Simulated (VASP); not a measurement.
# CdS (P6_3mc) in VASP: further runs

Runs on CdS. Level: PBE. Tasks: single point, relaxation of shape and atoms at fixed volume.

Program: VASP 6.6.1. These are calculated values, not measurements. Logs are shortened: lines on timing, memory, paths and dates and some standing lists are left out, and cuts for length are marked.

### Step 1. The cell of the first run

The structure is hexagonal, space group P6_3mc (No. 186). Conventional cell: a = 4.279 Å, b = 4.279 Å, c = 6.962 Å, α = 90.00°, β = 90.00°, γ = 120.00°. Within 3.5 Å of Cd (site symmetry 3m) lie 4 S at 2.62 Å. Within 3.5 Å of S (site symmetry 3m) lie 4 Cd at 2.62 Å.

### Step 2. Single point, PBE (27.60 Å³/atom)

INCAR reads:

```
SYSTEM = CdS
PREC = Accurate
ENCUT = 520
EDIFF = 1E-6
ISMEAR = 0
SIGMA = 0.02
LREAL = .FALSE.
LASPH = .TRUE.
NELM = 100
ALGO = Normal
ISIF = 2
LWAVE = .FALSE.
LCHARG = .FALSE.
GGA = PE
NBANDS = 26
```

KPOINTS reads:

```
Automatic mesh
0
G
  6 6 4
  0 0 0
```

POSCAR reads:

```
CdS
1.0
    4.2792733006      0.0000000000      0.0000000000
   -2.1396366503      3.7059593881      0.0000000000
    0.0000000000      0.0000000000      6.9618252670
Cd S
2 2
Direct
    0.3333333333      0.6666666667     -0.0008015542
    0.6666666667      0.3333333333      0.4991984458
    0.3333333333      0.6666666667      0.3758015542
    0.6666666667      0.3333333333      0.8758015542
```

Potentials or basis: VASP PAW PBE potentials, release 64 (Cd, S).

Started as:

```sh
$ cat potpaw_PBE.64/Cd/POTCAR potpaw_PBE.64/S/POTCAR > POTCAR
$ mpirun -np 1 vasp_std > vasp.out
```

OUTCAR:

```text
SYSTEM = CdS
   PREC = Accurate
   ENCUT = 520
   EDIFF = 1E-6
   ISMEAR = 0
   LREAL = .FALSE.
   LASPH = .TRUE.
   NELM = 100
   ISIF = 2
   GGA = PE

 ion  position               nearest neighbor table
   1  0.333  0.667  0.999-   4 2.62   4 2.62   4 2.62   3 2.62
   2  0.667  0.333  0.499-   3 2.62   3 2.62   3 2.62   4 2.62
   3  0.333  0.667  0.376-   2 2.62   2 2.62   2 2.62   1 2.62
   4  0.667  0.333  0.876-   1 2.62   1 2.62   1 2.62   2 2.62

  LATTYP: Found a hexagonal cell.
 ALAT       =     4.2792733006
 C/A-ratio  =     1.6268709143

  Lattice vectors:

 A1 = (   4.2792733006,   0.0000000000,   0.0000000000)
 A2 = (  -2.1396366503,   3.7059593881,   0.0000000000)
 A3 = (   0.0000000000,   0.0000000000,   6.9618252670)

Analysis of symmetry for initial positions (statically):
=====================================================================
 Subroutine PRICEL returns:
 Original cell was already a primitive cell.

 Routine SETGRP: Setting up the symmetry group for a
 hexagonal supercell.

 Subroutine GETGRP returns: Found 12 space group operations
 (whereof  6 operations were pure point group operations)
 out of a pool of 24 trial point group operations.

The static configuration has the point symmetry C_3v.
 The point group associated with its full space group is C_6v.

Analysis of symmetry for dynamics (positions and initial velocities):
=====================================================================
 Subroutine PRICEL returns:
 Original cell was already a primitive cell.

 Routine SETGRP: Setting up the symmetry group for a
 hexagonal supercell.

 Subroutine GETGRP returns: Found 12 space group operations
 (whereof  6 operations were pure point group operations)
 out of a pool of 24 trial point group operations.

The dynamic configuration has the point symmetry C_3v.
 The point group associated with its full space group is C_6v.

 Subroutine INISYM returns: Found 12 space group operations
 (whereof  6 operations are pure point group operations),
 and found     1 'primitive' translations

----------------------------------------------------------------------------------------

                                     Primitive cell

  volume of cell :     110.4063

  direct lattice vectors                    reciprocal lattice vectors
     4.279273301  0.000000000  0.000000000     0.233684537  0.134917830  0.000000000
    -2.139636650  3.705959388  0.000000000     0.000000000  0.269835661  0.000000000
     0.000000000  0.000000000  6.961825267     0.000000000  0.000000000  0.143640491

  length of vectors
     4.279273301  4.279273301  6.961825267     0.269835661  0.269835661  0.143640491

  position of ions in fractional coordinates (direct lattice)
     0.333333333  0.666666667  0.999198446
     0.666666667  0.333333333  0.499198446
     0.333333333  0.666666667  0.375801554
     0.666666667  0.333333333  0.875801554

  ion indices of the primitive-cell ions
   primitive index   ion index
                 1           1
                 2           2
                 3           3
                 4           4

----------------------------------------------------------------------------------------

 KPOINTS: Automatic mesh

Automatic generation of k-mesh.
 Grid dimensions read from file:
 generate k-points for:    6    6    4

 Generating k-lattice:

  Cartesian coordinates                     Fractional coordinates (reciprocal lattice)
     0.038947423  0.022486305  0.000000000     0.166666667  0.000000000  0.000000000
     0.000000000  0.044972610  0.000000000     0.000000000  0.166666667  0.000000000
     0.000000000  0.000000000  0.035910123     0.000000000  0.000000000  0.250000000

  Length of vectors
     0.044972610  0.044972610  0.035910123

  Shift w.r.t. Gamma in fractional coordinates (k-lattice)
     0.000000000  0.000000000  0.000000000

 Subroutine IBZKPT returns following result:
 ===========================================

 Found     21 irreducible k-points:

 Following reciprocal coordinates:
            Coordinates               Weight
  0.000000  0.000000  0.000000      1.000000
  0.166667 -0.000000  0.000000      6.000000
  0.333333 -0.000000  0.000000      6.000000
  0.500000 -0.000000  0.000000      3.000000
  0.166667  0.166667  0.000000      6.000000
  0.333333  0.166667  0.000000     12.000000
[... 13 lines left out ...]
  0.333333  0.166667  0.500000     12.000000
  0.333333  0.333333  0.500000      2.000000
   k-points           NKPTS =     21   k-points in BZ     NKDIM =     21   number of bands    NBANDS=     26
   number of dos      NEDOS =    301   number of ions     NIONS =      4
   total plane-waves  NPLWV =  55296
   dimension x,y,z NGX =    32 NGY =   32 NGZ =   54
   dimension x,y,z NGXF=    64 NGYF=   64 NGZF=  108
   ions per type =               2   2
   NGX,Y,Z   is equivalent  to a cutoff of  12.43, 12.43, 12.90 a.u.
   NGXF,Y,Z  is equivalent  to a cutoff of  24.86, 24.86, 25.79 a.u.
 SYSTEM =  CdS
   PREC   = accura    normal or accurate (medium, high low for compatibility)
   ISTART =      0    job   : 0-new  1-cont  2-samecut
   ICHARG =      2    charge: 1-file 2-atom 10-const
   ISPIN  =      1    spin polarized calculation?
   LNONCOLLINEAR =      F non collinear calculations
   LSORBIT =      F    spin-orbit coupling
   LASPH  =      T    aspherical Exc in radial PAW
   ENCUT  =  520.0 eV  38.22 Ry    6.18 a.u.   7.96  7.96 12.94*2*pi/ulx,y,z
   NELM   =    100;   NELMIN=  2; NELMDL= -5     # of ELM steps
   EDIFF  = 0.1E-05   stopping-criterion for ELM
   LREAL  =      F    real-space projection
   EDIFFG = 0.1E-04   stopping-criterion for IOM
   NSW    =      0    number of steps for IOM
   IBRION =     -1    ionic relax: 0-MD 1-quasi-New 2-CG
   NFREE  =      0    steps in history (QN), initial steepest desc. (CG)
   ISIF   =      2    stress and relaxation
   ISYM   =      2    0-nonsym 1-usesym 2-fastsym
   POTIM  = 0.5000    time-step for ionic-motion
   TEBEG  =    0.0;   TEEND  =   0.0 temperature during run
   PSTRESS=    0.0 pullay stress
   NELECT =      36.0000    total number of electrons
   NUPDOWN=      -1.0000    fix difference up-down
   EMIN   =  10.00;   EMAX   =-10.00  energy-range for DOS
   EFERMI =   0.00;   METHOD = LEGACY
   ISMEAR =     0;   SIGMA  =   0.02  broadening in eV -4-tet -1-fermi 0-gaus
   EFERMI_NEDOS =   21; number of points for ismear=-14 and -15
   IALGO  =     38    algorithm
   IMIX   =      4    mixing-type and parameters
     AMIX     =   0.40;   BMIX     =  1.00
     AMIX_MAG =   1.60;   BMIX_MAG =  1.00
  volume/ion in A,a.u.               =      27.60       186.26
  Fermi-wavevector in a.u.,A,eV,Ry     =   1.126794  2.129331 17.274827  1.269664
  Thomas-Fermi vector in A             =   2.263477
   LORBIT       =      0    0 simple, 1 ext, 2 COOP (PROOUT), +10 PAW based schemes
   GGA     = PE    functional components
   LHFCALC =     F    Hartree Fock is set to
   AEXX    =    0.0000 exact exchange contribution
   IVDW    =     0    specifies the selected vdW correction
   LEPSILON=     F    determine dielectric tensor
   LRPA    =     F    only Hartree local field effects (RPA)
 non-spin polarized calculation
 Gauss-broadening in eV      SIGMA  =   0.02
  energy-cutoff  :      520.00
  volume of cell :      110.41
 maximum number of plane-waves:      3012
 NGX is ok and might be reduce to    32
   NGX = 15   NGY = 15   NGZ = 25

 number of electron      35.9999998 magnetization

 Free energy of the ion-electron system (eV)
  ---------------------------------------------------
  ext. energy  EPLUGINS =         0.00000000
  ---------------------------------------------------
  free energy    TOTEN  =       -12.25226487 eV

  energy without entropy =      -12.25226487  energy(sigma->0) =      -12.25226487

 E-fermi :   0.5794     XC(G=0):  -8.6540

 val. band max:        0.4642835203   @ k =   0.0000   0.0000   0.0000
 cond. band min:       1.4354183826   @ k =   0.0000   0.0000   0.0000
 fundamental gap:      0.9711348623
 Fermi energy:         0.5794042831

 k-point     1 :       0.0000    0.0000    0.0000
  band No.  band energies     occupation
      1     -11.3136      2.00000
      2     -10.9753      2.00000
      3      -6.9313      2.00000
      4      -6.9261      2.00000
      5      -6.9261      2.00000
      6      -6.8633      2.00000
[... 18 lines left out ...]
     25       7.9437      0.00000
     26       7.9437      0.00000

 k-point     2 :       0.1667   -0.0000    0.0000
  band No.  band energies     occupation
      1     -11.2389      2.00000
      2     -10.9431      2.00000
      3      -6.9072      2.00000
      4      -6.8979      2.00000
      5      -6.8607      2.00000
      6      -6.8255      2.00000
[... 18 lines left out ...]
     25       7.8143      0.00000
     26       8.4496      0.00000

 k-point     3 :       0.3333   -0.0000    0.0000
  band No.  band energies     occupation
      1     -11.0780      2.00000
      2     -10.8893      2.00000
      3      -6.8654      2.00000
      4      -6.8547      2.00000
      5      -6.7545      2.00000
      6      -6.7441      2.00000
[... 18 lines left out ...]
     25       8.7262      0.00000
     26       8.9319      0.00000

 k-point     4 :       0.5000   -0.0000    0.0000
  band No.  band energies     occupation
      1     -10.9830      2.00000
      2     -10.8769      2.00000
      3      -6.8519      2.00000
      4      -6.8414      2.00000
      5      -6.7072      2.00000
      6      -6.6971      2.00000
[... 18 lines left out ...]
     25       8.7317      0.00000
     26      10.0975      0.00000
[... 409 lines left out ...]
      1     -11.0047      2.00000
      2     -11.0047      2.00000
      3      -6.8320      2.00000
      4      -6.8320      2.00000
      5      -6.8113      2.00000
      6      -6.8113      2.00000
[... 18 lines left out ...]
     25       8.3294      0.00000
     26       8.3294      0.00000

 k-point    20 :       0.3333    0.1667    0.5000
  band No.  band energies     occupation
      1     -10.9235      2.00000
      2     -10.9235      2.00000
      3      -6.8079      2.00000
      4      -6.8079      2.00000
      5      -6.7772      2.00000
      6      -6.7772      2.00000
[... 18 lines left out ...]
     25       8.7537      0.00000
     26       8.7537      0.00000

 k-point    21 :       0.3333    0.3333    0.5000
  band No.  band energies     occupation
      1     -10.8973      2.00000
      2     -10.8973      2.00000
      3      -6.7864      2.00000
      4      -6.7864      2.00000
      5      -6.7761      2.00000
      6      -6.7761      2.00000
[... 18 lines left out ...]
     25       9.6989      0.00000
     26       9.7173      0.00000

------------------------ aborting loop because EDIFF is reached ----------------------------------------

  FORCE on cell =-STRESS in cart. coord.  units (eV):
  Direction    XX          YY          ZZ          XY          YZ          ZX
  --------------------------------------------------------------------------------------
  -------------------------------------------------------------------------------------
  Total       -1.7196414     -1.7196414     -1.7120452      0.0000000      0.0000000     -0.0000000
  in kB      -24.9548336    -24.9548336    -24.8446007      0.0000000      0.0000000     -0.0000000
  external PRESSURE =     -24.9180893 kB  Pullay stress =       0.0000000 kB

 VOLUME and BASIS-vectors are now :
 -----------------------------------------------------------------------------
  energy-cutoff  :      520.00
  volume of cell :      110.41
      direct lattice vectors                 reciprocal lattice vectors
     4.279273301  0.000000000  0.000000000     0.233684537  0.134917830  0.000000000
    -2.139636650  3.705959388  0.000000000     0.000000000  0.269835661  0.000000000
     0.000000000  0.000000000  6.961825267     0.000000000  0.000000000  0.143640491

 POSITION                                       TOTAL-FORCE (eV/Angst)
 -----------------------------------------------------------------------------------
     -0.00000      2.47064      6.95624         0.000000     -0.000000     -0.002400
      2.13964      1.23532      3.47533         0.000000      0.000000     -0.002400
     -0.00000      2.47064      2.61626        -0.000000     -0.000000      0.002400
      2.13964      1.23532      6.09718        -0.000000     -0.000000      0.002400
 -----------------------------------------------------------------------------------
    total drift:                               -0.000000     -0.000000      0.000281

  FREE ENERGIE OF THE ION-ELECTRON SYSTEM (eV)
  ---------------------------------------------------
  free  energy   TOTEN  =       -12.2522648668 eV

  energy  without entropy=      -12.2522648668  energy(sigma->0) =      -12.25226487
```

Wall time 65 s (1 thread of Intel Xeon 8259CL, shared host); peak memory 0.24 GiB.

What came out:

```
Free energy            : -12.2523 eV
Pressure               : -2.5 GPa
Band gap on the k mesh : 0.97 eV
```

Forces on the atoms (eV/Å):
```
Cd   0.000  0.000 -0.002
Cd   0.000  0.000 -0.002
S    0.000  0.000  0.002
S    0.000  0.000  0.002
```

Levels at points of the mesh, in eV from the valence-band top:
| k point | band 16 | band 17 | band 18 | band 19 | band 20 | band 21 |
| --- | --- | --- | --- | --- | --- | --- |
| (0.00, 0.00, 0.00) | -0.03 | 0.00 | 0.00 | 0.97 | 2.64 | 6.47 |
| (0.50, 0.00, 0.00) | -1.54 | -1.06 | -0.62 | 3.47 | 3.83 | 5.13 |
| (0.00, 0.00, 0.50) | -0.32 | -0.32 | -0.32 | 2.61 | 2.61 | 6.06 |
| (0.50, 0.00, 0.50) | -1.11 | -1.10 | -1.10 | 3.39 | 3.39 | 5.30 |

### Step 3. Relaxation of shape and atoms at fixed volume, PBE (24.48 Å³/atom)

This run uses another cell than the first one, of 24.48 Å³/atom.

INCAR reads:

```
  PREC = Accurate
  ENCUT = 600
  EDIFF = 1E-6
  ISMEAR = 0
  SIGMA = 0.02
  LREAL = F
  LASPH = T
  NELM = 100
  ALGO = Normal
  ISIF = 4
  LWAVE = F
  LCHARG = F
  GGA = PE
  IBRION = 2
  NSW = 50
  EDIFFG = -0.01
```

KPOINTS reads:

```
regular mesh
0
Gamma
  6 6 4
```

POSCAR reads:

```
CdS
1.0
    4.1112828208      0.0000000000      0.0000000000
   -2.0556414104      3.5604753650      0.0000000000
    0.0000000000      0.0000000000      6.6885264415
Cd S
2 2
Direct
    0.3333333333      0.6666666667     -0.0008015542
    0.6666666667      0.3333333333      0.4991984458
    0.3333333333      0.6666666667      0.3758015542
    0.6666666667      0.3333333333      0.8758015542
```

Potentials or basis: VASP PAW PBE potentials, release 64 (Cd, S).

Started as:

```sh
$ cat potpaw_PBE.64/Cd/POTCAR potpaw_PBE.64/S/POTCAR > POTCAR
$ mpirun -np 1 vasp_std > vasp.out
```

Wall time 91 s (1 thread of Intel Xeon 8259CL, shared host); peak memory 0.26 GiB.

Results (log left out):

- Free energy: -12.2134 eV
- Pressure after relaxing: 4.1 GPa
- Largest force after relaxing: 0.005 eV/Å
- Band gap on the k mesh: 1.26 eV

Forces in eV/Å, atoms in the order of the input:
```
Cd   0.000  0.000  0.005
Cd   0.000  0.000  0.005
S    0.000  0.000 -0.005
S    0.000  0.000 -0.005
```

Final structure:
```
CELL_PARAMETERS angstrom
4.11128 0.00000 0.00000
-2.05564 3.56048 0.00000
0.00000 0.00000 6.68853
ATOMIC_POSITIONS crystal
Cd 0.33333 0.66667 0.99920
Cd 0.66667 0.33333 0.49920
S 0.33333 0.66667 0.37580
S 0.66667 0.33333 0.87580
```

Levels at points of the mesh, in eV from the valence-band top:
```
           k point  band 16  band 17  band 18  band 19  band 20  band 21
(0.00, 0.00, 0.00)    -0.05     0.00     0.00     1.26     2.82     6.48
(0.50, 0.00, 0.00)    -1.93    -1.34    -0.78     3.77     3.89     5.10
(0.00, 0.00, 0.50)    -0.40    -0.40    -0.40     2.90     2.90     6.21
(0.50, 0.00, 0.50)    -1.39    -1.37    -1.37     3.50     3.50     5.39
```

Caveat: the relaxation stopped at its first step, so nothing moved.

### Step 4. Relaxation of shape and atoms at fixed volume, PBE (25.26 Å³/atom)

This run uses another cell than the first one, of 25.26 Å³/atom.

INCAR reads:

```
ALGO     = Normal         # electronic algorithm
EDIFF    = 1E-6           # SCF threshold, eV
EDIFFG   = -0.01          # ionic threshold
ENCUT    = 600            # plane-wave cutoff, eV
GGA      = PE             # functional
IBRION   = 2              # ionic algorithm
ISIF     = 4              # what is computed and relaxed
ISMEAR   = 0              # smearing method
LASPH    = True           # aspherical terms in the spheres
LCHARG   = False          # write CHGCAR
LREAL    = False          # projectors in reciprocal space
LWAVE    = False          # write WAVECAR
NELM     = 80             # most SCF steps
NSW      = 50             # ionic steps
PREC     = Accurate       # precision mode
SIGMA    = 0.02           # smearing width, eV
```

KPOINTS reads:

```
k-points
0
Gamma
  6 6 4
```

POSCAR reads:

```
CdS
1.0
    4.1545626626      0.0000000000      0.0000000000
   -2.0772813313      3.5979568074      0.0000000000
    0.0000000000      0.0000000000      6.7589371573
Cd S
2 2
Direct
    0.3333333333      0.6666666667     -0.0008015542
    0.6666666667      0.3333333333      0.4991984458
    0.3333333333      0.6666666667      0.3758015542
    0.6666666667      0.3333333333      0.8758015542
```

Started as:

```sh
$ cat potpaw_PBE.64/Cd/POTCAR potpaw_PBE.64/S/POTCAR > POTCAR
$ mpirun -np 1 vasp_std > vasp.out
```

It took 84 s on 1 thread of Intel Xeon 8259CL, shared host; peak memory 0.27 GiB.

The run converged. Its results:

| Item | Value |
| --- | --- |
| Free energy | -12.2742 eV |
| Pressure after relaxing | 2.0 GPa |
| Band gap on the k mesh | 1.19 eV |

Forces in eV/Å, atoms in the order of the input:
```
Cd   0.000  0.000  0.002
Cd   0.000  0.000  0.002
S    0.000  0.000 -0.002
S    0.000  0.000 -0.002
```

Final structure:
```yaml
crystal:
  lattice:
    - [4.15456, 0.00000, 0.00000]
    - [-2.07728, 3.59796, 0.00000]
    - [0.00000, 0.00000, 6.75894]
  atoms:
    - { symbol: Cd, position: [0.33333, 0.66667, 0.99920] }
    - { symbol: Cd, position: [0.66667, 0.33333, 0.49920] }
    - { symbol: S, position: [0.33333, 0.66667, 0.37580] }
    - { symbol: S, position: [0.66667, 0.33333, 0.87580] }
```

Levels at points of the mesh, in eV from the valence-band top:
```csv
k point,band 16,band 17,band 18,band 19,band 20,band 21
"(0.00, 0.00, 0.00)",-0.04,0.00,0.00,1.19,2.78,6.48
"(0.50, 0.00, 0.00)",-1.83,-1.26,-0.74,3.69,3.88,5.11
"(0.00, 0.00, 0.50)",-0.38,-0.38,-0.38,2.83,2.83,6.17
"(0.50, 0.00, 0.50)",-1.31,-1.29,-1.29,3.48,3.48,5.37
```

Caveat: the relaxation stopped at its first step, so nothing moved.

### Step 5. The runs side by side

| task | cell | cutoff (eV) | gap on the mesh (eV) | pressure (GPa) |
| --- | --- | --- | --- | --- |
| single point | a = 4.279, b = 4.279, c = 6.962 Å, angles 90.0, 90.0, 120.0°, 4 atoms | 520 | 0.97 | -2.5 |
| relaxation of shape and atoms at fixed volume | relaxed from a = 4.111, b = 4.111, c = 6.689 Å, angles 90.0, 90.0, 120.0°, 4 atoms | 600 | 1.26 | 4.1 |
| relaxation of shape and atoms at fixed volume | relaxed from a = 4.155, b = 4.155, c = 6.759 Å, angles 90.0, 90.0, 120.0°, 4 atoms | 600 | 1.19 | 2.0 |

Alike in all rows: level PBE; potentials or basis VASP PAW PBE potentials, release 64 (Cd, S); no spin polarisation; k mesh 6 × 6 × 4; smearing gaussian 0.02 eV.

Caveats: the relaxation stopped at its first step, so nothing moved (at least some runs).

Total energies depend on the potentials used, so only differences within one code and one set of settings carry meaning.
